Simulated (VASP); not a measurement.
Wanted: the native input for a VASP 6.6.1 run.

* Task: single point
* Functional: r2SCAN
* Potentials or basis: VASP PAW PBE potentials, release 64 (Zn, S)
* Cutoff: 520 eV
* k mesh: 8 × 8 × 8
* Occupations: gaussian, width 0.05 eV
* Spin: no spin polarisation
* Dipole correction: no
* Further INCAR settings: ALGO = Normal; EDIFF = 1e-06; NBANDS = 16

Crystal: ZnS.

```
Zn S
1.0
     0.00000    2.66408    2.66408
     2.66408    0.00000    2.66408
     2.66408    2.66408    0.00000
Zn S
1 1
Cartesian
  0.0000 0.0000 0.0000
  3.9961 3.9961 3.9961
```

This cell differs from its parent crystal: strain -0.015 along x and y, -0.015 along z.

The input as run:

POSCAR

```
ZnS
1.0
    0.0000000000      2.6640802500      2.6640802500
    2.6640802500      0.0000000000      2.6640802500
    2.6640802500      2.6640802500      0.0000000000
Zn S
1 1
Direct
    0.0000000000      0.0000000000      0.0000000000
    0.7500000000      0.7500000000      0.7500000000
```

INCAR.step1

```
SYSTEM = ZnS
PREC = Accurate
ENCUT = 520
ISMEAR = 0
SIGMA = 0.05
LREAL = .FALSE.
LASPH = .TRUE.
NELM = 80
NBANDS = 16
GGA = PE
ALGO = Normal
EDIFF = 1E-4
LWAVE = .TRUE.
LCHARG = .FALSE.
```

INCAR.step2

```
SYSTEM = ZnS
PREC = Accurate
ENCUT = 520
EDIFF = 1E-6
ISMEAR = 0
SIGMA = 0.05
LREAL = .FALSE.
LASPH = .TRUE.
NELM = 80
ALGO = Normal
ISIF = 2
LWAVE = .FALSE.
LCHARG = .TRUE.
METAGGA = R2SCAN
LMIXTAU = .TRUE.
LELF = .TRUE.
LVHAR = .TRUE.
NBANDS = 16
ISTART = 1
```

KPOINTS

```
regular mesh
0
G
  8 8 8
  0 0 0
```

Potentials or basis: VASP PAW PBE potentials, release 64 (Zn, S).

The run is started by

```bash
$ cat potpaw_PBE.64/Zn/POTCAR potpaw_PBE.64/S/POTCAR > POTCAR
$ cp INCAR.step1 INCAR
$ mpirun -np 1 vasp_std > vasp.out
$ cp INCAR.step2 INCAR
$ mpirun -np 1 vasp_std > vasp.out
```

It gave:

The pressure is 2.9 GPa and the band gap on the k mesh is 2.88 eV.

Caveat: the cell differs from its parent crystal (strain -0.015 along x and y, -0.015 along z); the PAW data sets were made with another functional, which shifts forces and pressure a little.

Run time: 38 s on 1 thread of Intel(R) Xeon(R) 6975P-C (Granite Rapids), with other jobs on the host, peak memory 0.17 GiB.
